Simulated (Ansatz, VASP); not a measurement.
# One calculation of LaHg, two programs

```
La Hg
1.0
     3.86400    0.00000    0.00000
     0.00000    3.86400    0.00000
     0.00000    0.00000    3.86400
La Hg
1 1
Direct
  0.50000 0.50000 0.50000
  0.00000 0.00000 0.00000
```

Alike in both runs: task single point; functional LDA; k mesh 9 × 9 × 9; occupations fermi-dirac, width 0.05 eV; no spin polarisation.

|  | VASP | Ansatz |
| --- | --- | --- |
| version | VASP 6.6.1 | Ansatz 0.2.0 |
| potentials or method | VASP PAW LDA potentials, release 64 (La, Hg), cutoff 520 eV | all-electron LAPW, scalar-relativistic |

Ansatz gave:

| Quantity | Value |
| --- | --- |
| pressure (GPa) | -2.9 |

Q: Which values does VASP return?

A: Pressure (GPa): -2.8.

LDA's correlation is that of Perdew and Zunger in VASP and of Perdew and Wang (1992) in Ansatz. Ansatz ran all-electron here, and VASP with PAW potentials.

Spin-orbit coupling is off throughout.
